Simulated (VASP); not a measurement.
Write the native input for VASP 6.6.1 that does the following.

| Quantity | Value |
| --- | --- |
| Task | single point |
| Functional | PBE |
| Potentials or basis | VASP PAW PBE potentials, release 64 (Ga_d, Mn_pv) |
| Cutoff | 520 eV |
| k mesh | 12 × 12 × 12 |
| Occupations | gaussian, width 0.1 eV |
| Spin | collinear spin, zero start |
| Starting moments | [0.0, 0.0, 0.0, 0.0] μB |
| Fixed moment | 0 μB |
| Dipole correction | no |
| Further INCAR settings | ALGO = Fast; EDIFF = 1e-06; NBANDS = 38 |

The structure of MnGa3 lies in POSCAR:

```
MnGa3
1.0
    0.0000000000      3.2467030344      3.2467030344
    3.2467030344      0.0000000000      3.2467030344
    3.2467030344      3.2467030344      0.0000000000
Ga Mn
3 1
Direct
    0.2500000000      0.2500000000      0.2500000000
    0.7500000000      0.7500000000      0.7500000000
    0.5000000000      0.5000000000      0.5000000000
    0.0000000000      0.0000000000      0.0000000000
```

One way to write it, as run:

INCAR

```
SYSTEM = MnGa3
PREC     = Accurate       ! precision mode
ENCUT    = 520            ! plane-wave cutoff, eV
EDIFF    = 1E-6           ! SCF threshold, eV
ISMEAR   = 0              ! smearing method
SIGMA    = 0.1            ! smearing width, eV
LREAL    = .False.        ! projectors in reciprocal space
LASPH    = .True.         ! aspherical terms in the spheres
NELM     = 150            ! most SCF steps
ALGO     = Fast           ! electronic algorithm
ISIF     = 2              ! what is computed and relaxed
LWAVE    = .False.        ! write WAVECAR
LCHARG   = .False.        ! write CHGCAR
ISPIN    = 2              ! spin polarisation
MAGMOM   = 0 0 0 0        ! initial moments
LORBIT   = 11             ! projections on sites
NUPDOWN  = 0.0            ! fixed moment
LMAXMIX  = 4              ! l up to which the mixer works
GGA      = PE             ! functional
NBANDS   = 38             ! bands
```

KPOINTS

```
regular mesh
0
Gamma
  12 12 12
  0 0 0
```

Potentials or basis: VASP PAW PBE potentials, release 64 (Ga_d, Mn_pv).

Command:

```sh
$ cat potpaw_PBE.64/Ga_d/POTCAR potpaw_PBE.64/Mn_pv/POTCAR > POTCAR
$ mpirun -np 1 vasp_std > vasp.out
```

Results of the run:

| Item | Value |
| --- | --- |
| Pressure | -8.7 GPa |
| Net moment | 0.00 μB per cell |
| Valence electrons inside the program's atomic spheres | Ga 11.54, 11.53; Mn 11.55 |

Caveat: the total moment is fixed, so each spin has its own Fermi level.

Run time: 4.3 min on 1 thread of Intel(R) Xeon(R) Platinum 8488C (Sapphire Rapids), with other jobs on the host, peak memory 0.42 GiB.
